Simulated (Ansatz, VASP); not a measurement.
One calculation of MgTl, two programs

```xyz
2
Lattice="3.6471 0.0000 0.0000 0.0000 3.6471 0.0000 0.0000 0.0000 3.6471" Properties=species:S:1:pos:R:3 pbc="T T T"
Mg    0.0000    0.0000    0.0000
Tl    1.8235    1.8235    1.8235
```

Change from the starting cell: volume scaled by 1.01, crystal datasets.

Alike in both runs: task electric field gradients; functional LDA; k mesh 9 × 9 × 9; occupations fermi-dirac, width 0.05 eV; no spin polarisation.

```csv
,VASP,Ansatz
version,VASP 6.6.1,Ansatz 0.2.0
potentials or method,"VASP PAW LDA potentials, release 64 (Mg, Tl_d), cutoff 520 eV","all-electron PAW with datasets made for the crystal, scalar-relativistic"
```

VASP gave:

| Item | Value |
| --- | --- |
| pressure (GPa) | -3.0 |

What did Ansatz give for the same quantities?

Pressure (GPa): -2.7.

LDA's correlation is that of Perdew and Zunger in VASP and of Perdew and Wang (1992) in Ansatz. Ansatz ran all-electron here, and VASP with PAW potentials.

Spin-orbit coupling is off throughout.
